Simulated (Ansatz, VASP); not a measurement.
**SiO2: VASP beside Ansatz**

```xyz
6
Lattice="4.1854 0.0000 0.0000 0.0000 4.1017 0.0000 0.0000 0.0000 2.6687" Properties=species:S:1:pos:R:3 pbc="T T T"
Si    2.0927    2.0508    1.3344
Si    0.0000    0.0000    0.0000
O     2.9042    2.8461    0.0000
O     0.8115    3.3064    1.3344
O     1.2812    1.2556    0.0000
O     3.3739    0.7953    1.3344
```

Change from the starting cell: strain -0.0200 x Voigt [0, 1, 0, 0, 0, 0], atoms carried along.

Alike in both runs: task single point; functional r2SCAN; k mesh 6 × 6 × 8; occupations gaussian, width 0.05 eV; no spin polarisation.

```csv
,VASP,Ansatz
version,VASP 6.6.1,Ansatz 0.2.0
potentials or method,"VASP PAW PBE potentials, release 64 (Si, O), cutoff 520 eV","scalar-relativistic, plane waves, PAW"
valence electrons in the cell,32,32
```

VASP gave:

| Quantity | Value |
| --- | --- |
| gap on the k mesh at the Fermi level (eV) | 6.84 |
| least direct gap on the mesh (eV) | 6.84 |
| pressure (GPa) | 7.0 |
| traceless stress, the component that is largest in VASP (GPa) | 4.67 |
| rms of the force components (eV/Å) | 0.110 |

What did Ansatz give for the same quantities?

gap on the k mesh at the Fermi level (eV): 6.84; least direct gap on the mesh (eV): 6.84; pressure (GPa): 6.6; traceless stress, the component that is largest in VASP (GPa): 4.98; rms of the force components (eV/Å): 0.102.

VASP's potentials were made for PBE, not for r2SCAN. Atom by atom the forces differ by 0.009 eV/Å (rms over components). With one functional, cell and mesh, what is left measures potentials, basis and numerics.
